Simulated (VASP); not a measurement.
Crystal: Ge.

```xyz
4
Lattice="3.9708 0.0000 0.0000 -1.9854 3.4388 0.0000 0.0000 0.0000 6.5551" Properties=species:S:1:pos:R:3 pbc="T T T"
Ge    0.0000    2.2925    6.1428
Ge    1.9854    1.1463    2.8652
Ge    0.0000    2.2925    3.6899
Ge    1.9854    1.1463    0.4123
```

Base run:

| Property | Result |
| --- | --- |
| Program | VASP 6.6.1 |
| Functional | PBEsol |
| Potentials or basis | VASP PAW PBE potentials, release 64 (Ge_d) |
| Cutoff | 520 eV |
| k mesh | 8 × 8 × 4 |
| Occupations | fermi-dirac, width 0.05 eV |
| Spin | no spin polarisation |

Its results: band gap on the k mesh zero (filled and empty bands overlap); pressure 1.2 GPa; largest force 0.007 eV/Å.

Question: The run is repeated on the same cell with these changes: functional from PBEsol to r2SCAN. What comes out?

Answer: Band gap on the k mesh 0.12 eV, direct; pressure 1.5 GPa; largest force 0.016 eV/Å.

r2SCAN gives the wider gap, since meta-GGAs in the generalised Kohn-Sham scheme recover part of the derivative discontinuity.

Caveats: the PAW data sets were made with another functional, which shifts forces and pressure a little.

A k mesh can miss the band edges.
